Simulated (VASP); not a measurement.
Wanted: the native input for a VASP 6.6.1 run.

* Task: single point
* Functional: LDA
* Potentials or basis: VASP PAW LDA potentials, release 64 (Rb_sv)
* Cutoff: 520 eV
* k mesh: 12 × 12 × 12
* Occupations: gaussian, width 0.15 eV
* Spin: no spin polarisation
* Dipole correction: no
* Further INCAR settings: ALGO = Normal; EDIFF = 1e-06; NBANDS = 10

The structure of Rb lies in POSCAR:

```
Rb
1.0
   -2.6469007619      2.6469007619      2.6940465770
    2.6469007619     -2.6469007619      2.6940465770
    2.6469007619      2.6469007619     -2.6940465770
Rb
1
Direct
    0.0000000000      0.0000000000      0.0000000000
```

The input as run:

INCAR

```
  PREC = Accurate
  ENCUT = 520
  EDIFF = 1E-6
  ISMEAR = 0
  SIGMA = 0.15
  LREAL = F
  LASPH = T
  NELM = 100
  ALGO = Normal
  ISIF = 2
  LWAVE = F
  LCHARG = F
  NBANDS = 10
```

KPOINTS

```
regular mesh
0
Gamma
  12 12 12
```

Potentials or basis: VASP PAW LDA potentials, release 64 (Rb_sv).

Run with:

```bash
$ cat potpaw_LDA.64/Rb_sv/POTCAR > POTCAR
$ mpirun -np 1 vasp_std > vasp.out
```

Results of the run:

The pressure is 0.1 GPa and the band gap on the k mesh is zero (an odd number of electrons rules out a gap without spin polarisation).

It took 92 s on 1 thread of Oxide Virtual Turin-like Processor (shared host), peak memory 0.21 GiB.
